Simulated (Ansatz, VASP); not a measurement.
**SiC in VASP and in Ansatz**

```xyz
2
Lattice="0.0157 2.1557 2.1735 2.2009 0.0257 2.1635 2.2350 2.1798 -0.0084" Properties=species:S:1:pos:R:3 pbc="T T T"
Si    0.0000    0.0000    0.0000
C     3.3387    3.2709    3.2465
```

Change from the starting cell: cell strained at random at fixed volume.

Alike in both runs: task single point; functional PBE; k mesh 8 × 8 × 8; occupations fermi-dirac, width 0.05 eV; no spin polarisation.

|  | VASP | Ansatz |
| --- | --- | --- |
| version | VASP 6.6.1 | Ansatz 0.2.0 |
| potentials or method | VASP PAW PBE potentials, release 64 (Si, C) | Ansatz PAW earlier set |
| plane-wave cutoff (eV) | 520 | 800 |
| valence electrons in the cell | 8 | 8 |

|  | VASP | Ansatz | Ansatz less VASP |
| --- | --- | --- | --- |
| gap on the k mesh at the Fermi level (eV) | 1.16 | 1.16 | +0.003 |
| least direct gap on the mesh (eV) | 4.35 | 4.35 | +0.006 |
| pressure (GPa) | 3.3 | 3.4 | +0.07 |
| traceless stress, the component that is largest in VASP (GPa) | -6.24 | -6.20 | +0.041 |
| rms of the force components (eV/Å) | 0.118 | 0.118 | 0.0000 |

Atom by atom the forces differ by 0.000 eV/Å (rms over components). The functional is the same, so the differences come from potentials, cutoffs and numerics.
